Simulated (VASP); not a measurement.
# HfC (P6_3/mmc) in VASP: notebook

HfC is run at these levels: PBEsol; tasks: single point.

Everything below comes from runs of VASP 6.6.1. Logs are shortened: lines on timing, memory, paths and dates and some standing lists are left out, and cuts for length are marked.

### Step 1. The cell of the first run

It takes space group P6_3/mmc (No. 194, hexagonal). Conventional cell: a = 3.276 Å, b = 3.276 Å, c = 5.203 Å, α = 90.00°, β = 90.00°, γ = 120.00°. Within 3.0 Å of Hf (site symmetry -6m2) lie 6 C at 2.30 Å. Within 3.0 Å of C (site symmetry -3m) lie 6 Hf at 2.30 Å and 2 C at 2.60 Å.

### Step 2. Single point, PBEsol

The input, INCAR:

```
SYSTEM = HfC
  PREC = Accurate
  ENCUT = 520
  EDIFF = 1E-7
  ISMEAR = -1
  SIGMA = 0.05
  LREAL = .False.
  LASPH = .True.
  NELM = 80
  ALGO = Normal
  ISIF = 2
  LWAVE = .False.
  LCHARG = .False.
  GGA = PS
  NBANDS = 22
```

The input, KPOINTS:

```
regular mesh
0
Gamma
  8 8 5
  0 0 0
```

The input, POSCAR:

```
HfC
1.0
    3.2760087320      0.0000000000      0.0000000000
   -1.6380043660      2.8371067849      0.0000000000
    0.0000000000      0.0000000000      5.2027140000
Hf C
2 2
Direct
    0.3333333333      0.6666666667      0.2500000000
    0.6666666667      0.3333333333      0.7500000000
    0.0000000000      0.0000000000      0.5000000000
    0.0000000000      0.0000000000      0.0000000000
```

Potentials or basis: VASP PAW PBE potentials, release 64 (Hf_pv, C).

Started as:

```
> cat potpaw_PBE.64/Hf_pv/POTCAR potpaw_PBE.64/C/POTCAR > POTCAR
> mpirun -np 1 vasp_std > vasp.out
```

OUTCAR:

```text
SYSTEM = HfC
   PREC = Accurate
   ENCUT = 520
   EDIFF = 1E-7
   ISMEAR = -1
   LREAL = .False.
   LASPH = .True.
   NELM = 80
   ISIF = 2
   GGA = PS

 ion  position               nearest neighbor table
   1  0.333  0.667  0.250-   3 2.30   4 2.30   3 2.30   4 2.30   3 2.30   4 2.30   2 3.22   2 3.22
                             2 3.22   2 3.22   2 3.22   2 3.22
   2  0.667  0.333  0.750-   3 2.30   4 2.30   3 2.30   4 2.30   3 2.30   4 2.30   1 3.22   1 3.22
                             1 3.22   1 3.22   1 3.22   1 3.22
   3  0.000  0.000  0.500-   1 2.30   2 2.30   1 2.30   2 2.30   2 2.30   1 2.30
   4  0.000  0.000  0.000-   1 2.30   2 2.30   1 2.30   2 2.30   2 2.30   1 2.30

  LATTYP: Found a hexagonal cell.
 ALAT       =     3.2760087320
 C/A-ratio  =     1.5881258036

  Lattice vectors:

 A1 = (   3.2760087320,   0.0000000000,   0.0000000000)
 A2 = (  -1.6380043660,   2.8371067849,   0.0000000000)
 A3 = (   0.0000000000,   0.0000000000,   5.2027140000)

Analysis of symmetry for initial positions (statically):
=====================================================================
 Subroutine PRICEL returns:
 Original cell was already a primitive cell.

 Routine SETGRP: Setting up the symmetry group for a
 hexagonal supercell.

 Subroutine GETGRP returns: Found 24 space group operations
 (whereof 12 operations were pure point group operations)
 out of a pool of 24 trial point group operations.

The static configuration has the point symmetry D_3d.
 The point group associated with its full space group is D_6h.

Analysis of symmetry for dynamics (positions and initial velocities):
=====================================================================
 Subroutine PRICEL returns:
 Original cell was already a primitive cell.

 Routine SETGRP: Setting up the symmetry group for a
 hexagonal supercell.

 Subroutine GETGRP returns: Found 24 space group operations
 (whereof 12 operations were pure point group operations)
 out of a pool of 24 trial point group operations.

The dynamic configuration has the point symmetry D_3d.
 The point group associated with its full space group is D_6h.

 Subroutine INISYM returns: Found 24 space group operations
 (whereof 12 operations are pure point group operations),
 and found     1 'primitive' translations

----------------------------------------------------------------------------------------

                                     Primitive cell

  volume of cell :      48.3560

  direct lattice vectors                    reciprocal lattice vectors
     3.276008732  0.000000000  0.000000000     0.305249492  0.176235876  0.000000000
    -1.638004366  2.837106785  0.000000000     0.000000000  0.352471752  0.000000000
     0.000000000  0.000000000  5.202714000     0.000000000  0.000000000  0.192207375

  length of vectors
     3.276008732  3.276008732  5.202714000     0.352471752  0.352471752  0.192207375

  position of ions in fractional coordinates (direct lattice)
     0.333333333  0.666666667  0.250000000
     0.666666667  0.333333333  0.750000000
     0.000000000  0.000000000  0.500000000
     0.000000000  0.000000000  0.000000000

  ion indices of the primitive-cell ions
   primitive index   ion index
                 1           1
                 2           2
                 3           3
                 4           4

----------------------------------------------------------------------------------------

 KPOINTS: regular mesh

Automatic generation of k-mesh.
 Grid dimensions read from file:
 generate k-points for:    8    8    5

 Generating k-lattice:

  Cartesian coordinates                     Fractional coordinates (reciprocal lattice)
     0.038156186  0.022029485  0.000000000     0.125000000  0.000000000  0.000000000
     0.000000000  0.044058969  0.000000000     0.000000000  0.125000000  0.000000000
     0.000000000  0.000000000  0.038441475     0.000000000  0.000000000  0.200000000

  Length of vectors
     0.044058969  0.044058969  0.038441475

  Shift w.r.t. Gamma in fractional coordinates (k-lattice)
     0.000000000  0.000000000  0.000000000

 Subroutine IBZKPT returns following result:
 ===========================================

 Found     30 irreducible k-points:

 Following reciprocal coordinates:
            Coordinates               Weight
  0.000000  0.000000  0.000000      1.000000
  0.125000  0.000000  0.000000      6.000000
  0.250000  0.000000  0.000000      6.000000
  0.375000 -0.000000  0.000000      6.000000
  0.500000  0.000000  0.000000      3.000000
  0.125000  0.125000  0.000000      6.000000
[... 16 lines left out ...]
  0.250000  0.000000  0.400000     12.000000
  0.375000 -0.000000  0.400000     12.000000
 [... further k-points ...]
   k-points           NKPTS =     30   k-points in BZ     NKDIM =     30   number of bands    NBANDS=     22
   number of dos      NEDOS =    301   number of ions     NIONS =      4
   total plane-waves  NPLWV =  23040
   dimension x,y,z NGX =    24 NGY =   24 NGZ =   40
   dimension x,y,z NGXF=    48 NGYF=   48 NGZF=   80
   ions per type =               2   2
   NGX,Y,Z   is equivalent  to a cutoff of  12.18, 12.18, 12.78 a.u.
   NGXF,Y,Z  is equivalent  to a cutoff of  24.36, 24.36, 25.56 a.u.
 SYSTEM =  HfC
   PREC   = accura    normal or accurate (medium, high low for compatibility)
   ISTART =      0    job   : 0-new  1-cont  2-samecut
   ICHARG =      2    charge: 1-file 2-atom 10-const
   ISPIN  =      1    spin polarized calculation?
   LNONCOLLINEAR =      F non collinear calculations
   LSORBIT =      F    spin-orbit coupling
   LASPH  =      T    aspherical Exc in radial PAW
   ENCUT  =  520.0 eV  38.22 Ry    6.18 a.u.   6.09  6.09  9.67*2*pi/ulx,y,z
   NELM   =     80;   NELMIN=  2; NELMDL= -5     # of ELM steps
   EDIFF  = 0.1E-06   stopping-criterion for ELM
   LREAL  =      F    real-space projection
   EDIFFG = 0.1E-05   stopping-criterion for IOM
   NSW    =      0    number of steps for IOM
   IBRION =     -1    ionic relax: 0-MD 1-quasi-New 2-CG
   NFREE  =      0    steps in history (QN), initial steepest desc. (CG)
   ISIF   =      2    stress and relaxation
   ISYM   =      2    0-nonsym 1-usesym 2-fastsym
   POTIM  = 0.5000    time-step for ionic-motion
   TEBEG  =    0.0;   TEEND  =   0.0 temperature during run
   PSTRESS=    0.0 pullay stress
   NELECT =      28.0000    total number of electrons
   NUPDOWN=      -1.0000    fix difference up-down
   EMIN   =  10.00;   EMAX   =-10.00  energy-range for DOS
   EFERMI =   0.00;   METHOD = LEGACY
   ISMEAR =    -1;   SIGMA  =   0.05  broadening in eV -4-tet -1-fermi 0-gaus
   EFERMI_NEDOS =   21; number of points for ismear=-14 and -15
   IALGO  =     38    algorithm
   IMIX   =      4    mixing-type and parameters
     AMIX     =   0.40;   BMIX     =  1.00
     AMIX_MAG =   1.60;   BMIX_MAG =  1.00
  volume/ion in A,a.u.               =      12.09        81.58
  Fermi-wavevector in a.u.,A,eV,Ry     =   1.364512  2.578553 25.332583  1.861892
  Thomas-Fermi vector in A             =   2.490821
   LORBIT       =      0    0 simple, 1 ext, 2 COOP (PROOUT), +10 PAW based schemes
   GGA     = PS    functional components
   LHFCALC =     F    Hartree Fock is set to
   AEXX    =    0.0000 exact exchange contribution
   IVDW    =     0    specifies the selected vdW correction
   LEPSILON=     F    determine dielectric tensor
   LRPA    =     F    only Hartree local field effects (RPA)
 non-spin polarized calculation
  energy-cutoff  :      520.00
  volume of cell :       48.36
 maximum number of plane-waves:      1316
   NGX = 13   NGY = 13   NGZ = 19

 number of electron      27.9999992 magnetization

 Free energy of the ion-electron system (eV)
  ---------------------------------------------------
  ext. energy  EPLUGINS =         0.00000000
  ---------------------------------------------------
  free energy    TOTEN  =       -43.63207174 eV

  energy without entropy =      -43.62575638  energy(sigma->0) =      -43.62891406

 E-fermi :   6.3999     XC(G=0): -12.6113

 val. band max:        6.3395245794   @ k =   0.1250   0.1250   0.2000
 cond. band min:       6.4158079113   @ k =   0.2500   0.2500   0.2000
 fundamental gap:      0.0762833319
 Fermi energy:         6.3999441670

 k-point     1 :       0.0000    0.0000    0.0000
  band No.  band energies     occupation
      1     -23.9023      2.00000
      2     -23.2325      2.00000
      3     -23.2325      2.00000
      4     -23.1406      2.00000
      5     -23.1406      2.00000
      6     -23.0651      2.00000
[... 14 lines left out ...]
     21      10.8390      0.00000
     22      14.9699      0.00000

 k-point     2 :       0.1250    0.0000    0.0000
  band No.  band energies     occupation
      1     -23.8601      2.00000
      2     -23.3224      2.00000
      3     -23.2648      2.00000
      4     -23.2239      2.00000
      5     -23.1459      2.00000
      6     -23.0792      2.00000
[... 14 lines left out ...]
     21      11.7476      0.00000
     22      14.2983      0.00000

 k-point     3 :       0.2500    0.0000    0.0000
  band No.  band energies     occupation
      1     -23.7471      2.00000
      2     -23.5399      2.00000
      3     -23.4120      2.00000
      4     -23.3336      2.00000
      5     -23.1670      2.00000
      6     -23.1240      2.00000
[... 14 lines left out ...]
     21      13.3958      0.00000
     22      13.5069      0.00000
[... 476 lines left out ...]
 k-point    23 :       0.2500    0.0000    0.4000
  band No.  band energies     occupation
      1     -23.6768      2.00000
      2     -23.5791      2.00000
      3     -23.3474      2.00000
      4     -23.2766      2.00000
      5     -23.2280      2.00000
      6     -23.2252      2.00000
[... 14 lines left out ...]
     21      13.6466      0.00000
     22      13.8312      0.00000

 k-point    24 :       0.3750   -0.0000    0.4000
  band No.  band energies     occupation
      1     -23.8099      2.00000
      2     -23.7504      2.00000
      3     -23.3419      2.00000
      4     -23.3271      2.00000
      5     -23.2644      2.00000
      6     -23.2345      2.00000
[... 14 lines left out ...]
     21      14.1116      0.00000
     22      14.3807      0.00000

 [... further k-points ...]

------------------------ aborting loop because EDIFF is reached ----------------------------------------

  FORCE on cell =-STRESS in cart. coord.  units (eV):
  Direction    XX          YY          ZZ          XY          YZ          ZX
  --------------------------------------------------------------------------------------
  -------------------------------------------------------------------------------------
  Total        0.6232501      0.6232501      0.5458516      0.0000000      0.0000000     -0.0000000
  in kB       20.6501048     20.6501048     18.0856637      0.0000000      0.0000000     -0.0000000
  external PRESSURE =      19.7952911 kB  Pullay stress =       0.0000000 kB

 VOLUME and BASIS-vectors are now :
 -----------------------------------------------------------------------------
  energy-cutoff  :      520.00
  volume of cell :       48.36
      direct lattice vectors                 reciprocal lattice vectors
     3.276008732  0.000000000  0.000000000     0.305249492  0.176235876  0.000000000
    -1.638004366  2.837106785  0.000000000     0.000000000  0.352471752  0.000000000
     0.000000000  0.000000000  5.202714000     0.000000000  0.000000000  0.192207375

 POSITION                                       TOTAL-FORCE (eV/Angst)
 -----------------------------------------------------------------------------------
     -0.00000      1.89140      1.30068         0.000000     -0.000000      0.000000
      1.63800      0.94570      3.90204        -0.000000      0.000000      0.000000
      0.00000      0.00000      2.60136         0.000000      0.000000      0.000000
      0.00000      0.00000      0.00000         0.000000      0.000000      0.000000
 -----------------------------------------------------------------------------------
    total drift:                                0.000000     -0.000000      0.000000

  FREE ENERGIE OF THE ION-ELECTRON SYSTEM (eV)
  ---------------------------------------------------
  free  energy   TOTEN  =       -43.6320717421 eV

  energy  without entropy=      -43.6257563789  energy(sigma->0) =      -43.62891406
```

Run time: 35 s. Hardware: 1 thread of Intel Xeon 8259CL, shared host; peak memory 0.17 GiB.

What came out:

* Free energy: -43.6321 eV
* Pressure: 2.0 GPa
* Band gap on the k mesh: zero (bands 14 and 15 overlap by 1.15 eV)

Levels at points of the mesh, in eV from the Fermi level:
```csv
k point,band 10,band 11,band 12,band 13,band 14,band 15,band 16,band 17,band 18,band 19
"(0.00, 0.00, 0.00)",-2.92,-2.92,-1.02,-1.02,1.09,1.62,1.62,2.25,2.25,2.37
"(0.50, 0.00, 0.00)",-3.89,-3.39,-3.28,-1.70,-0.80,1.49,4.64,5.13,5.19,5.91
```

Caveat: the PAW data sets were made with another functional, which shifts forces and pressure a little; spin-orbit coupling is left out, which moves the levels of the heavy elements.

### Step 3. Single point, PBEsol

This run uses another cell than the first one, of 12.34 Å³/atom.

The input, INCAR:

```
PREC = Accurate ; ENCUT = 520
EDIFF = 1E-6 ; ISMEAR = -1
SIGMA = 0.05 ; LREAL = False
LASPH = True ; NELM = 60
ALGO = Normal ; ISIF = 2
LWAVE = False ; LCHARG = False
GGA = PS ; NBANDS = 22
```

The input, KPOINTS:

```
Automatic mesh
0
Gamma
  8 8 5
```

Changes to POSCAR since step 2:

```diff
@@ -2,4 +2,4 @@
 1.0
-    3.2760087320      0.0000000000      0.0000000000
-   -1.6380043660      2.8371067849      0.0000000000
+    3.3094373926      0.0000000000      0.0000000000
+   -1.6547186962      2.8660568542      0.0000000000
     0.0000000000      0.0000000000      5.2027140000
```

Potentials or basis: VASP PAW PBE potentials, release 64 (Hf_pv, C).

Started as:

```
> cat potpaw_PBE.64/Hf_pv/POTCAR potpaw_PBE.64/C/POTCAR > POTCAR
> mpirun -np 1 vasp_std > vasp.out
```

It took 48 s on 1 thread of Intel Xeon 8259CL, shared host; peak memory 0.19 GiB.

The run converged. Its results:

* Free energy: -43.6269 eV
* Pressure: -3.2 GPa
* Band gap on the k mesh: zero (bands 14 and 15 overlap by 1.18 eV)

Stress tensor (GPa, compression positive):
```
-3.70  0.00  0.00
 0.00 -3.70  0.00
 0.00  0.00 -2.09
```

Levels at points of the mesh, in eV from the Fermi level:
| k point | band 10 | band 11 | band 12 | band 13 | band 14 | band 15 | band 16 | band 17 | band 18 | band 19 |
| --- | --- | --- | --- | --- | --- | --- | --- | --- | --- | --- |
| (0.00, 0.00, 0.00) | -2.95 | -2.95 | -1.05 | -1.05 | 1.11 | 1.58 | 1.58 | 2.13 | 2.13 | 2.41 |
| (0.50, 0.00, 0.00) | -3.92 | -3.37 | -3.22 | -1.70 | -0.90 | 1.54 | 4.56 | 4.99 | 5.02 | 5.80 |

Caveat: the cell stands under tension; the PAW data sets were made with another functional, which shifts forces and pressure a little; spin-orbit coupling is left out, which moves the levels of the heavy elements.

### Step 4. Single point, PBEsol

This run uses another cell than the first one, of 12.59 Å³/atom.

The input, INCAR:

```
PREC = Accurate ; ENCUT = 520
EDIFF = 1E-6 ; ISMEAR = -1
SIGMA = 0.05 ; LREAL = F
LASPH = T ; NELM = 80
ALGO = Normal ; ISIF = 2
LWAVE = F ; LCHARG = F
GGA = PS ; NBANDS = 22
```

KPOINTS is that of step 3.

Changes to POSCAR since step 3:

```diff
@@ -2,4 +2,4 @@
 1.0
-    3.3094373926      0.0000000000      0.0000000000
-   -1.6547186962      2.8660568542      0.0000000000
+    3.3428660531      0.0000000000      0.0000000000
+   -1.6714330265      2.8950069234      0.0000000000
     0.0000000000      0.0000000000      5.2027140000
```

Started as:

```
> cat potpaw_PBE.64/Hf_pv/POTCAR potpaw_PBE.64/C/POTCAR > POTCAR
> mpirun -np 1 vasp_std > vasp.out
```

It took 48 s on 1 thread of Intel Xeon 8259CL, shared host; peak memory 0.19 GiB.

The run converged. Its results:

| Property | Result |
| --- | --- |
| Free energy | -43.5875 eV |
| Pressure | -7.9 GPa |
| Band gap on the k mesh | zero (bands 14 and 15 overlap by 1.17 eV) |

Stress tensor (GPa, compression positive):
```
-8.91  0.00  0.00
 0.00 -8.91  0.00
 0.00  0.00 -5.84
```

Levels at points of the mesh, in eV from the Fermi level:
```tsv
k point	band 11	band 12	band 13	band 14	band 15	band 16	band 17	band 18
(0.00, 0.00, 0.00)	-3.00	-1.10	-1.10	1.09	1.52	1.52	1.99	1.99
(0.50, 0.00, 0.00)	-3.37	-3.19	-1.72	-1.02	1.57	4.40	4.82	4.88
```

Caveat: the cell stands under tension; the PAW data sets were made with another functional, which shifts forces and pressure a little; spin-orbit coupling is left out, which moves the levels of the heavy elements.

### Step 5. Single point, PBEsol

This run uses another cell than the first one, of 12.84 Å³/atom.

The input, INCAR:

```
ALGO = Normal
EDIFF = 1E-6
ENCUT = 520
GGA = PS
ISIF = 2
ISMEAR = -1
LASPH = True
LCHARG = False
LREAL = False
LWAVE = False
NBANDS = 22
NELM = 60
PREC = Accurate
SIGMA = 0.05
```

The input, KPOINTS:

```
k-points
0
Gamma
  8 8 5
```

Changes to POSCAR since step 4:

```diff
@@ -2,4 +2,4 @@
 1.0
-    3.3428660531      0.0000000000      0.0000000000
-   -1.6714330265      2.8950069234      0.0000000000
+    3.3762947136      0.0000000000      0.0000000000
+   -1.6881473568      2.9239569926      0.0000000000
     0.0000000000      0.0000000000      5.2027140000
```

Started as:

```
> cat potpaw_PBE.64/Hf_pv/POTCAR potpaw_PBE.64/C/POTCAR > POTCAR
> mpirun -np 1 vasp_std > vasp.out
```

Run time: 50 s. Hardware: 1 thread of Intel Xeon 8259CL, shared host; peak memory 0.19 GiB.

Results (log left out):

- Free energy: -43.5158 eV
- Pressure: -12.2 GPa
- Band gap on the k mesh: zero (bands 14 and 15 overlap by 1.11 eV)

Stress tensor (GPa, compression positive):
```
-13.81   0.00   0.00
  0.00 -13.81   0.00
  0.00   0.00  -8.94
```

Levels at points of the mesh, in eV from the Fermi level:
| k point | band 10 | band 11 | band 12 | band 13 | band 14 | band 15 | band 16 | band 17 | band 18 | band 19 |
| --- | --- | --- | --- | --- | --- | --- | --- | --- | --- | --- |
| (0.00, 0.00, 0.00) | -3.06 | -3.06 | -1.16 | -1.16 | 1.04 | 1.44 | 1.44 | 1.84 | 1.84 | 2.42 |
| (0.50, 0.00, 0.00) | -4.03 | -3.39 | -3.17 | -1.76 | -1.15 | 1.57 | 4.19 | 4.63 | 4.77 | 5.39 |

Caveat: the cell stands under tension; the PAW data sets were made with another functional, which shifts forces and pressure a little; spin-orbit coupling is left out, which moves the levels of the heavy elements.

### Step 6. The runs side by side

```tsv
cell	gap on the mesh (eV)	pressure (GPa)
a = 3.276, b = 3.276, c = 5.203 Å, angles 90.0, 90.0, 120.0°, 4 atoms	none	2.0
a = 3.309, b = 3.309, c = 5.203 Å, angles 90.0, 90.0, 120.0°, 4 atoms	none	-3.2
a = 3.343, b = 3.343, c = 5.203 Å, angles 90.0, 90.0, 120.0°, 4 atoms	none	-7.9
a = 3.376, b = 3.376, c = 5.203 Å, angles 90.0, 90.0, 120.0°, 4 atoms	none	-12.2
```

Alike in all rows: task single point; level PBEsol; potentials or basis VASP PAW PBE potentials, release 64 (Hf_pv, C); no spin polarisation; k mesh 8 × 8 × 5; cutoff (eV) 520; smearing fermi-dirac 0.05 eV.

Caveats: the PAW data sets were made with another functional, which shifts forces and pressure a little; spin-orbit coupling is left out, which moves the levels of the heavy elements; the cell stands under tension (at least some runs).

Total energies depend on the potentials used, so only differences within one code and one set of settings carry meaning.
